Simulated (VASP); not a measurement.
Here is a VASP 6.6.1 calculation.

The input INCAR:

```
SYSTEM = Cd
PREC = Accurate
ENCUT = 520
EDIFF = 1E-6
ISMEAR = -1
SIGMA = 0.1
LREAL = .FALSE.
LASPH = .TRUE.
NELM = 80
ALGO = Normal
ISIF = 2
LWAVE = .FALSE.
LCHARG = .FALSE.
GGA = B5
ALDAX = 1.0
AGGAX = 1.0
AGGAC = 1.0
ALDAC = 0.0
NBANDS = 25
```

File KPOINTS:

```
Automatic mesh
0
G
  7 7 10
  0 0 0
```

POSCAR

```
Cd
1.0
    5.5461525086      0.0000000000      0.0000000000
   -2.7730762543      4.8031089657      0.0000000000
    0.0000000000      0.0000000000      3.2082518583
Cd
3
Direct
    0.0000000000      0.0000000000      0.0000000000
    0.3333333333      0.6666666667      0.5000000000
    0.6666666667      0.3333333333      0.5000000000
```

Potentials or basis: VASP PAW PBE potentials, release 64 (Cd).

The run is started by

```sh
$ cat potpaw_PBE.64/Cd/POTCAR > POTCAR
$ mpirun -np 1 vasp_std > vasp.out
```

Task: Predict the pressure.

Result: 0.1 GPa.

Task: What does it give for the band gap on the k mesh?

Result: Zero (bands 18 and 19 overlap by 4.14 eV).

Caveat: the PAW data sets were made with another functional, which shifts forces and pressure a little.
